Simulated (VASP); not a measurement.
# Ga7N9 (a cell with a defect): single point with PBE

System: Ga7N9 (a cell with a defect).

```xyz
16
Lattice="6.3600 0.0000 0.0000 -3.1800 5.5079 0.0000 0.0000 0.0000 5.1660" Properties=species:S:1:pos:R:3 pbc="T T T"
N     0.0000    1.8360    0.0000
N     0.0000    1.8360    1.9373
N     1.5900    0.9180    4.5203
N    -1.5900    4.5899    1.9373
N     0.0000    3.6719    4.5203
N     3.1800    1.8360    1.9373
N     4.7700    0.9180    4.5203
N     1.5900    4.5899    1.9373
N     3.1800    3.6719    4.5203
Ga    1.5900    0.9180    2.5830
Ga   -1.5900    4.5899    0.0000
Ga    0.0000    3.6719    2.5830
Ga    3.1800    1.8360    0.0000
Ga    4.7700    0.9180    2.5830
Ga    1.5900    4.5899    0.0000
Ga    3.1800    3.6719    2.5830
```

| Quantity | Value |
| --- | --- |
| Program | VASP 6.6.1 |
| Task | single point |
| Functional | PBE |
| Potentials or basis | VASP PAW PBE potentials, release 64 (N, Ga_d) |
| Cutoff | 520 eV |
| k mesh | 3 × 3 × 2 |
| Occupations | fermi-dirac, width 0.02 eV |
| Spin | no spin polarisation |

```
Largest force : 1.723 eV/Å
```

Forces in eV/Å, atoms in the order of the input:
```
N    0.000  0.000  0.616
N    0.000  0.000 -1.723
N   -1.036  0.598  0.436
N    0.157  0.091  0.303
N    0.000 -1.196  0.436
N    0.000 -0.181  0.303
N    1.036  0.598  0.436
N   -0.157  0.091  0.303
N    0.000  0.000  0.165
Ga   0.221 -0.127 -0.868
Ga  -0.957 -0.553  0.492
Ga   0.000  0.255 -0.868
Ga   0.000  1.105  0.492
Ga  -0.221 -0.127 -0.868
Ga   0.957 -0.553  0.492
Ga   0.000  0.000 -0.147
```

Levels at points of the mesh, in eV from the Fermi level:
| k point | band 65 | band 66 | band 67 | band 68 | band 69 | band 70 |
| --- | --- | --- | --- | --- | --- | --- |
| (0.00, 0.00, 0.00) | -0.98 | -0.17 | -0.02 | -0.02 | 1.97 | 2.10 |
| (0.00, 0.00, 0.50) | -0.88 | -0.86 | -0.42 | -0.42 | 1.57 | 2.05 |

Wall time 5.4 min on 1 thread of Intel Xeon 8259CL, on a shared host, peak memory 0.28 GiB.

Caveat: the k points lie up to 0.61 Å⁻¹ apart, too coarse for converged energies and pressures of a metal; the cell carries a net charge on a neutralising background, which shifts energy and pressure; the cell is charged against a uniform background, so pressure and absolute levels hang on convention; an odd number of electrons without spin polarisation forces a metal; a magnetic or distorted state may lie lower.
